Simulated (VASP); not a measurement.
Input of a VASP 6.6.1 run:

File INCAR:

```
PREC = Accurate
ENCUT = 520
EDIFF = 1E-7
ISMEAR = -1
SIGMA = 0.05
LREAL = False
LASPH = True
NELM = 100
ALGO = Normal
ISIF = 2
LWAVE = False
LCHARG = False
GGA = CA
NBANDS = 25
```

Contents of KPOINTS:

```
regular mesh
0
Gamma
  7 7 9
```

POSCAR

```
Ti
1.0
    4.4526318868      0.0000000000      0.0000000000
   -2.2263159434      3.8560923277      0.0000000000
    0.0000000000      0.0000000000      2.7691101587
Ti
3
Direct
    0.6666666667      0.3333333333      0.5000000000
    0.3333333333      0.6666666667      0.5000000000
    0.0000000000      0.0000000000      0.0000000000
```

Potentials or basis: VASP PAW LDA potentials, release 64 (Ti_sv).

The run is started by

```sh
$ cat potpaw_LDA.64/Ti_sv/POTCAR > POTCAR
$ mpirun -np 1 vasp_std > vasp.out
```

**Question.** Predict the pressure.

**Answer.** -0.1 GPa.

**Question.** Estimate the band gap on the k mesh.

**Answer.** Zero (bands 18 and 19 overlap by 0.34 eV).
